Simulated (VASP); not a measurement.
A run of VASP 6.6.1 is set up as follows.

The input INCAR:

```
SYSTEM = VWC2
PREC = Accurate ; ENCUT = 520
EDIFF = 1E-6 ; ISMEAR = -1
SIGMA = 0.05 ; LREAL = .False.
LASPH = .True. ; NELM = 150
ALGO = Normal ; ISIF = 2
LWAVE = .False. ; LCHARG = .False.
ISPIN = 2 ; MAGMOM = 0 3 0 0
LORBIT = 11 ; NUPDOWN = 3.0
LMAXMIX = 4 ; GGA = PE
NBANDS = 30
```

Contents of KPOINTS:

```
regular mesh
0
Gamma
  9 9 9
  0 0 0
```

POSCAR

```
VWC2
1.0
    1.5170411163      0.8758640969      4.9338931930
   -1.5170411163      0.8758640969      4.9338931930
    0.0000000000     -1.7517281937      4.9338931930
W V C
1 1 2
Direct
    0.0000000000      0.0000000000      0.0000000000
    0.5000000000      0.5000000000      0.5000000000
    0.2464940000      0.2464940000      0.2464940000
    0.7535060000      0.7535060000      0.7535060000
```

Potentials or basis: VASP PAW PBE potentials, release 64 (W_sv, V_sv, C).

The run is started by

```bash
$ cat potpaw_PBE.64/W_sv/POTCAR potpaw_PBE.64/V_sv/POTCAR potpaw_PBE.64/C/POTCAR > POTCAR
$ mpirun -np 1 vasp_std > vasp.out
```

Question: What does it give for the largest force?

Answer: 0.593 eV/Å.

Question: Estimate the pressure.

Answer: 12.2 GPa.

Forces in eV/Å, atoms in the order of the input:
```
W    0.000  0.000  0.000
V    0.000  0.000  0.000
C    0.000  0.000  0.593
C    0.000  0.000 -0.593
```

Caveat: the total moment is fixed, so each spin has its own Fermi level.
